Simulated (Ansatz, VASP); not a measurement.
Zr: VASP beside Ansatz

```
Zr
1.0
     3.18343    0.00000    0.00000
    -1.59172    2.75693    0.00000
     0.00000    0.00000    5.11767
Zr
2
Cartesian
  0.0000 1.8380 1.2794
  1.5917 0.9190 3.8383
```

Alike in both runs: functional PBEsol; k mesh 15 × 15 × 8; occupations gaussian, width 0.1 eV; no spin polarisation.

Ansatz relaxed the structure, and its values are those at the end. VASP's run is a single point on that final structure, the one shown.

|  | VASP | Ansatz |
| --- | --- | --- |
| version | VASP 6.6.1 | Ansatz 0.2.0 |
| potentials or method | VASP PAW PBE potentials, release 64 (Zr_sv), cutoff 520 eV | scalar-relativistic, plane waves, PAW |
| valence electrons in the cell | 24 | 24 |

```tsv
	VASP	Ansatz	Ansatz less VASP
gap on the k mesh at the Fermi level (eV)	none	none	-
pressure (GPa)	0.1	0.0	-0.06
```

VASP's potentials were made for PBE, not for PBEsol. A gap of «none» marks a metal or a gap that the smearing closes. With one functional, cell and mesh, what is left measures potentials, basis and numerics.
